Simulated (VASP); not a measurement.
# Sb (Fm-3m) in VASP: notebook

Sb is run at these levels: PBE; tasks: single point.

Program: VASP 6.6.1. These are calculated values, not measurements. Logs are shortened: lines on timing, memory, paths and dates and some standing lists are left out, and cuts for length are marked.

## 1. The cell of the first run

Symmetry: Fm-3m, No. 225, cubic system. The conventional cell has a = 4.693 Å, b = 4.693 Å, c = 4.693 Å, α = 90.00°, β = 90.00°, γ = 90.00°. Within 4.4 Å of Sb (site symmetry m-3m) lie 12 Sb at 3.32 Å.

This isn't the form of Sb at room conditions, which is rhombohedral.

## 2. Single point, PBE

The input, INCAR:

```
PREC = Accurate
ENCUT = 520
EDIFF = 1E-6
ISMEAR = -1
SIGMA = 0.06122561905347299
LREAL = False
LASPH = True
NELM = 100
ALGO = Normal
ISIF = 2
LWAVE = False
LCHARG = True
GGA = PE
LELF = True
LVHAR = True
NBANDS = 8
```

The input, KPOINTS:

```
Automatic mesh
0
Gamma
  39 39 39
```

The input, POSCAR:

```
Sb
1.0
    0.0000000000      2.3466149846      2.3466149846
    2.3466149846      0.0000000000      2.3466149846
    2.3466149846      2.3466149846      0.0000000000
Sb
1
Direct
    0.0000000000      0.0000000000      0.0000000000
```

Potentials or basis: VASP PAW PBE potentials, release 64 (Sb).

The run is started by

```console
> cat potpaw_PBE.64/Sb/POTCAR > POTCAR
> mpirun -np 1 vasp_std > vasp.out
```

OUTCAR:

```text
PREC = Accurate
   ENCUT = 520
   EDIFF = 1E-6
   ISMEAR = -1
   LREAL = False
   LASPH = True
   NELM = 100
   ISIF = 2
   GGA = PE

 ion  position               nearest neighbor table
   1  0.000  0.000  0.000-

  LATTYP: Found a face centered cubic cell.
 ALAT       =     4.6932299692

  Lattice vectors:

 A1 = (   0.0000000000,   2.3466149846,   2.3466149846)
 A2 = (   2.3466149846,   0.0000000000,   2.3466149846)
 A3 = (   2.3466149846,   2.3466149846,   0.0000000000)

Analysis of symmetry for initial positions (statically):
=====================================================================
 Subroutine PRICEL returns:
 Original cell was already a primitive cell.

 Routine SETGRP: Setting up the symmetry group for a
 face centered cubic supercell.

 Subroutine GETGRP returns: Found 48 space group operations
 (whereof 48 operations were pure point group operations)
 out of a pool of 48 trial point group operations.

The static configuration has the point symmetry O_h .

Analysis of symmetry for dynamics (positions and initial velocities):
=====================================================================
 Subroutine PRICEL returns:
 Original cell was already a primitive cell.

 Routine SETGRP: Setting up the symmetry group for a
 face centered cubic supercell.

 Subroutine GETGRP returns: Found 48 space group operations
 (whereof 48 operations were pure point group operations)
 out of a pool of 48 trial point group operations.

The dynamic configuration has the point symmetry O_h .

 Subroutine INISYM returns: Found 48 space group operations
 (whereof 48 operations are pure point group operations),
 and found     1 'primitive' translations

----------------------------------------------------------------------------------------

                                     Primitive cell

  volume of cell :      25.8437

  direct lattice vectors                    reciprocal lattice vectors
     0.000000000  2.346614985  2.346614985    -0.213072874  0.213072874  0.213072874
     2.346614985  0.000000000  2.346614985     0.213072874 -0.213072874  0.213072874
     2.346614985  2.346614985  0.000000000     0.213072874  0.213072874 -0.213072874

  length of vectors
     3.318614737  3.318614737  3.318614737     0.369053044  0.369053044  0.369053044

  position of ions in fractional coordinates (direct lattice)
     0.000000000  0.000000000  0.000000000

  ion indices of the primitive-cell ions
   primitive index   ion index
                 1           1

----------------------------------------------------------------------------------------

 KPOINTS: Automatic mesh

Automatic generation of k-mesh.
 Grid dimensions read from file:
 generate k-points for:   39   39   39

 Generating k-lattice:

  Cartesian coordinates                     Fractional coordinates (reciprocal lattice)
    -0.005463407  0.005463407  0.005463407     0.025641026  0.000000000  0.000000000
     0.005463407 -0.005463407  0.005463407     0.000000000  0.025641026  0.000000000
     0.005463407  0.005463407 -0.005463407     0.000000000  0.000000000  0.025641026

  Length of vectors
     0.009462899  0.009462899  0.009462899

  Shift w.r.t. Gamma in fractional coordinates (k-lattice)
     0.000000000  0.000000000  0.000000000

 Subroutine IBZKPT returns following result:
 ===========================================

 Found   1540 irreducible k-points:

 Following reciprocal coordinates:
            Coordinates               Weight
  0.000000  0.000000  0.000000      1.000000
  0.025641  0.000000  0.000000      8.000000
  0.051282  0.000000  0.000000      8.000000
  0.076923  0.000000  0.000000      8.000000
  0.102564  0.000000  0.000000      8.000000
  0.128205  0.000000  0.000000      8.000000
[... 16 lines left out ...]
  0.076923  0.025641  0.000000     24.000000
  0.102564  0.025641  0.000000     24.000000
 [... further k-points ...]
   k-points           NKPTS =   1540   k-points in BZ     NKDIM =   1540   number of bands    NBANDS=      8
   number of dos      NEDOS =    301   number of ions     NIONS =      1
   total plane-waves  NPLWV =  21952
   dimension x,y,z NGX =    28 NGY =   28 NGZ =   28
   dimension x,y,z NGXF=    56 NGYF=   56 NGZF=   56
   ions per type =               1
   NGX,Y,Z   is equivalent  to a cutoff of  14.03, 14.03, 14.03 a.u.
   NGXF,Y,Z  is equivalent  to a cutoff of  28.05, 28.05, 28.05 a.u.
 SYSTEM =  unknown system
   PREC   = accura    normal or accurate (medium, high low for compatibility)
   ISTART =      0    job   : 0-new  1-cont  2-samecut
   ICHARG =      2    charge: 1-file 2-atom 10-const
   ISPIN  =      1    spin polarized calculation?
   LNONCOLLINEAR =      F non collinear calculations
   LSORBIT =      F    spin-orbit coupling
   LASPH  =      T    aspherical Exc in radial PAW
   ENCUT  =  520.0 eV  38.22 Ry    6.18 a.u.   6.17  6.17  6.17*2*pi/ulx,y,z
   NELM   =    100;   NELMIN=  2; NELMDL= -5     # of ELM steps
   EDIFF  = 0.1E-05   stopping-criterion for ELM
   LREAL  =      F    real-space projection
   EDIFFG = 0.1E-04   stopping-criterion for IOM
   NSW    =      0    number of steps for IOM
   IBRION =     -1    ionic relax: 0-MD 1-quasi-New 2-CG
   NFREE  =      0    steps in history (QN), initial steepest desc. (CG)
   ISIF   =      2    stress and relaxation
   ISYM   =      2    0-nonsym 1-usesym 2-fastsym
   POTIM  = 0.5000    time-step for ionic-motion
   TEBEG  =    0.0;   TEEND  =   0.0 temperature during run
   PSTRESS=    0.0 pullay stress
   NELECT =       5.0000    total number of electrons
   NUPDOWN=      -1.0000    fix difference up-down
   EMIN   =  10.00;   EMAX   =-10.00  energy-range for DOS
   EFERMI =   0.00;   METHOD = LEGACY
   ISMEAR =    -1;   SIGMA  =   0.06  broadening in eV -4-tet -1-fermi 0-gaus
   EFERMI_NEDOS =   21; number of points for ismear=-14 and -15
   IALGO  =     38    algorithm
   IMIX   =      4    mixing-type and parameters
     AMIX     =   0.40;   BMIX     =  1.00
     AMIX_MAG =   1.60;   BMIX_MAG =  1.00
  volume/ion in A,a.u.               =      25.84       174.40
  Fermi-wavevector in a.u.,A,eV,Ry     =   0.946847  1.789281 12.197877  0.896519
  Thomas-Fermi vector in A             =   2.074884
   LORBIT       =      0    0 simple, 1 ext, 2 COOP (PROOUT), +10 PAW based schemes
   GGA     = PE    functional components
   LHFCALC =     F    Hartree Fock is set to
   AEXX    =    0.0000 exact exchange contribution
   IVDW    =     0    specifies the selected vdW correction
   LEPSILON=     F    determine dielectric tensor
   LRPA    =     F    only Hartree local field effects (RPA)
 non-spin polarized calculation
  energy-cutoff  :      520.00
  volume of cell :       25.84
 maximum number of plane-waves:       725
 NGX is ok and might be reduce to    28
   NGX = 13   NGY = 13   NGZ = 13

 number of electron       5.0000000 magnetization

 Free energy of the ion-electron system (eV)
  ---------------------------------------------------
  ext. energy  EPLUGINS =         0.00000000
  ---------------------------------------------------
  free energy    TOTEN  =        -3.80732116 eV

  energy without entropy =       -3.79877323  energy(sigma->0) =       -3.80304720

 E-fermi :   9.0945     XC(G=0): -10.4148

 val. band max:        9.0925996500   @ k =  -0.2821   0.4103   0.1282
 cond. band min:       9.1029082093   @ k =  -0.4872   0.4615   0.0256
 fundamental gap:      0.0103085592
 Fermi energy:         9.0945125203

 k-point     1 :       0.0000    0.0000    0.0000
  band No.  band energies     occupation
      1      -4.1838      2.00000
      2      14.6990      0.00000
      3      14.6990      0.00000
      4      14.6990      0.00000
      5      19.1597      0.00000
      6      19.1597      0.00000
      7      19.1597      0.00000
      8      19.3079      0.00000

 k-point     2 :       0.0256    0.0000    0.0000
  band No.  band energies     occupation
      1      -4.1703      2.00000
      2      14.5486      0.00000
      3      14.6789      0.00000
      4      14.6789      0.00000
      5      18.7949      0.00000
      6      19.1920      0.00000
      7      19.1920      0.00000
      8      19.7846      0.00000

 k-point     3 :       0.0513    0.0000    0.0000
  band No.  band energies     occupation
      1      -4.1297      2.00000
      2      14.1340      0.00000
      3      14.6207      0.00000
      4      14.6207      0.00000
      5      18.4777      0.00000
      6      19.2859      0.00000
      7      19.2859      0.00000
      8      20.3902      0.00000

 k-point     4 :       0.0769    0.0000    0.0000
  band No.  band energies     occupation
      1      -4.0620      2.00000
      2      13.5346      0.00000
      3      14.5300      0.00000
      4      14.5300      0.00000
      5      18.2417      0.00000
      6      19.4317      0.00000
      7      19.4317      0.00000
      8      20.9823      0.00000

 k-point     5 :       0.1026    0.0000    0.0000
  band No.  band energies     occupation
      1      -3.9673      2.00000
      2      12.8247      0.00000
      3      14.4144      0.00000
      4      14.4144      0.00000
      5      18.0570      0.00000
      6      19.6134      0.00000
      7      19.6134      0.00000
      8      21.5043      0.00000
[... 177 lines left out ...]
 k-point    22 :       0.0513    0.0256    0.0000
  band No.  band energies     occupation
      1      -4.1342      2.00000
      2      14.2826      0.00000
      3      14.5113      0.00000
      4      14.6323      0.00000
      5      18.4014      0.00000
      6      19.3201      0.00000
      7      19.3924      0.00000
      8      20.2943      0.00000

 k-point    23 :       0.0769    0.0256    0.0000
  band No.  band energies     occupation
      1      -4.0755      2.00000
      2      13.7412      0.00000
      3      14.3848      0.00000
      4      14.6039      0.00000
      5      18.1980      0.00000
      6      19.3694      0.00000
      7      19.5684      0.00000
      8      20.8758      0.00000

 k-point    24 :       0.1026    0.0256    0.0000
  band No.  band energies     occupation
      1      -3.9898      2.00000
      2      13.0664      0.00000
      3      14.2405      0.00000
      4      14.5362      0.00000
      5      18.0494      0.00000
      6      19.4571      0.00000
      7      19.7763      0.00000
      8      21.4103      0.00000

 [... further k-points ...]

------------------------ aborting loop because EDIFF is reached ----------------------------------------

  FORCE on cell =-STRESS in cart. coord.  units (eV):
  Direction    XX          YY          ZZ          XY          YZ          ZX
  --------------------------------------------------------------------------------------
  -------------------------------------------------------------------------------------
  Total        0.6454520      0.6454520      0.6454520     -0.0000000      0.0000000     -0.0000000
  in kB       40.0146488     40.0146488     40.0146488     -0.0000000      0.0000000     -0.0000000
  external PRESSURE =      40.0146488 kB  Pullay stress =       0.0000000 kB

 VOLUME and BASIS-vectors are now :
 -----------------------------------------------------------------------------
  energy-cutoff  :      520.00
  volume of cell :       25.84
      direct lattice vectors                 reciprocal lattice vectors
     0.000000000  2.346614985  2.346614985    -0.213072874  0.213072874  0.213072874
     2.346614985  0.000000000  2.346614985     0.213072874 -0.213072874  0.213072874
     2.346614985  2.346614985  0.000000000     0.213072874  0.213072874 -0.213072874

 POSITION                                       TOTAL-FORCE (eV/Angst)
 -----------------------------------------------------------------------------------
      0.00000      0.00000      0.00000        -0.000000      0.000000     -0.000000
 -----------------------------------------------------------------------------------
    total drift:                                0.000000      0.000000      0.000000

  FREE ENERGIE OF THE ION-ELECTRON SYSTEM (eV)
  ---------------------------------------------------
  free  energy   TOTEN  =        -3.8073211648 eV

  energy  without entropy=       -3.7987732260  energy(sigma->0) =       -3.80304720
```

Run time: 1.7 min. Hardware: 1 thread of Intel Xeon 6975P-C (Granite Rapids), shared host; peak memory 0.43 GiB.

What came out:

```
Free energy            : -3.8073 eV
Pressure               : 4.0 GPa
Band gap on the k mesh : zero (an odd number of electrons rules out a gap without spin polarisation)
```

Caveat: the cell stands under pressure; spin-orbit coupling is left out, which moves the levels of the heavy elements; an odd number of electrons without spin polarisation forces a metal; a magnetic or distorted state may lie lower.

## 3. Single point, PBE

This run uses another cell than the first one, of 26.39 Å³/atom.

The input, INCAR:

```
SYSTEM = Sb
  PREC = Accurate
  ENCUT = 520
  EDIFF = 1E-6
  ISMEAR = -1
  SIGMA = 0.06122561905347299
  LREAL = .False.
  LASPH = .True.
  NELM = 100
  ALGO = Normal
  ISIF = 2
  LWAVE = .False.
  LCHARG = .False.
  GGA = PE
  NBANDS = 8
```

The input, KPOINTS:

```
Automatic mesh
0
Gamma
  39 39 39
  0 0 0
```

The input, POSCAR:

```
Sb
1.0
    0.0000000000      2.3631409867      2.3631409867
    2.3631409867      0.0000000000      2.3631409867
    2.3631409867      2.3631409867      0.0000000000
Sb
1
Direct
    0.0000000000      0.0000000000      0.0000000000
```

Potentials or basis: VASP PAW PBE potentials, release 64 (Sb).

The run is started by

```console
> cat potpaw_PBE.64/Sb/POTCAR > POTCAR
> mpirun -np 1 vasp_std > vasp.out
```

It took 1.7 min on 1 thread of Intel Xeon 6975P-C (Granite Rapids), shared host; peak memory 0.43 GiB.

It converged, with:

```yaml
Free_energy: -3.8184 eV
Pressure: 2.5 GPa
Band_gap_on_the_k_mesh: zero (an odd number of electrons rules out a gap without spin polarisation)
```

Levels at points of the mesh, in eV from the Fermi level:
| k point | band 1 | band 2 | band 3 | band 4 | band 5 | band 6 |
| --- | --- | --- | --- | --- | --- | --- |
| (0.00, 0.00, 0.00) | -13.11 | 5.45 | 5.45 | 5.45 | 10.00 | 10.00 |

Caveat: spin-orbit coupling is left out, which moves the levels of the heavy elements; an odd number of electrons without spin polarisation forces a metal; a magnetic or distorted state may lie lower.

## 4. Single point, PBE

This run uses another cell than the first one, of 26.94 Å³/atom.

The input, INCAR:

```
PREC = Accurate
ENCUT = 520
EDIFF = 1E-7
ISMEAR = -1
SIGMA = 0.06122561905347299
LREAL = F
LASPH = T
NELM = 60
ALGO = Normal
ISIF = 2
LWAVE = F
LCHARG = F
GGA = PE
NBANDS = 8
```

The input, KPOINTS:

```
regular mesh
0
Gamma
  39 39 39
```

The input, POSCAR:

```
Sb
1.0
    0.0000000000      2.3794390258      2.3794390258
    2.3794390258      0.0000000000      2.3794390258
    2.3794390258      2.3794390258      0.0000000000
Sb
1
Direct
    0.0000000000      0.0000000000      0.0000000000
```

The run is started by

```console
> cat potpaw_PBE.64/Sb/POTCAR > POTCAR
> mpirun -np 1 vasp_std > vasp.out
```

Run time: 2.1 min. Hardware: 1 thread of Intel Xeon 6975P-C (Granite Rapids), shared host; peak memory 0.43 GiB.

Results (log left out):

| Item | Value |
| --- | --- |
| Free energy | -3.8244 eV |
| Pressure | 1.1 GPa |
| Band gap on the k mesh | zero (an odd number of electrons rules out a gap without spin polarisation) |

Levels at points of the mesh, in eV from the Fermi level:
| k point | band 1 | band 2 | band 3 | band 4 | band 5 | band 6 |
| --- | --- | --- | --- | --- | --- | --- |
| (0.00, 0.00, 0.00) | -12.94 | 5.29 | 5.29 | 5.29 | 9.93 | 9.93 |

Caveat: spin-orbit coupling is left out, which moves the levels of the heavy elements; an odd number of electrons without spin polarisation forces a metal; a magnetic or distorted state may lie lower.

## 5. The runs side by side

```tsv
cell	gap on the mesh (eV)	pressure (GPa)
a = 3.319 Å, angles 60.0°, 1 atom	none	4.0
a = 3.342 Å, angles 60.0°, 1 atom	none	2.5
a = 3.365 Å, angles 60.0°, 1 atom	none	1.1
```

Alike in all rows: task single point; level PBE; potentials or basis VASP PAW PBE potentials, release 64 (Sb); no spin polarisation; k mesh 39 × 39 × 39; cutoff (eV) 520; smearing fermi-dirac 0.0612256 eV.

Caveats: spin-orbit coupling is left out, which moves the levels of the heavy elements; an odd number of electrons without spin polarisation forces a metal; a magnetic or distorted state may lie lower; the cell stands under pressure (at least some runs).

Absolute energies hang on the potentials; compare differences alone.
